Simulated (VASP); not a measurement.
A run of VASP 6.6.1 is set up as follows.

The input INCAR:

```
ALGO = Normal
EDIFF = 1E-6
ENCUT = 520
GGA = PE
ISIF = 2
ISMEAR = -1
LASPH = True
LCHARG = False
LREAL = False
LWAVE = False
NBANDS = 26
NELM = 100
PREC = Accurate
SIGMA = 0.02
```

The input KPOINTS:

```
k-points
0
Gamma
  6 6 4
```

The input POSCAR:

```
HgTe
1.0
    4.6426044275      0.0000000000      0.0000000000
   -2.3213022138      4.0206133739      0.0000000000
    0.0000000000      0.0000000000      7.6245016025
Hg Te
2 2
Direct
    0.3333333333      0.6666666667      0.0004981614
    0.6666666667      0.3333333333      0.5004981614
    0.3333333333      0.6666666667      0.3745018386
    0.6666666667      0.3333333333      0.8745018386
```

Potentials or basis: VASP PAW PBE potentials, release 64 (Hg, Te).

Command:

```console
$ cat potpaw_PBE.64/Hg/POTCAR potpaw_PBE.64/Te/POTCAR > POTCAR
$ mpirun -np 1 vasp_std > vasp.out
```

(1) Estimate the pressure.

(2) Estimate the band gap on the k mesh.

Answers

(1) 1.4 GPa.

(2) zero (filled and empty bands touch).

Caveat: the structure was generated, so it needn't be the stable form of HgTe; semilocal functionals underestimate gaps, and a narrow one can read as zero; spin-orbit coupling is left out, which moves the levels of the heavy elements.
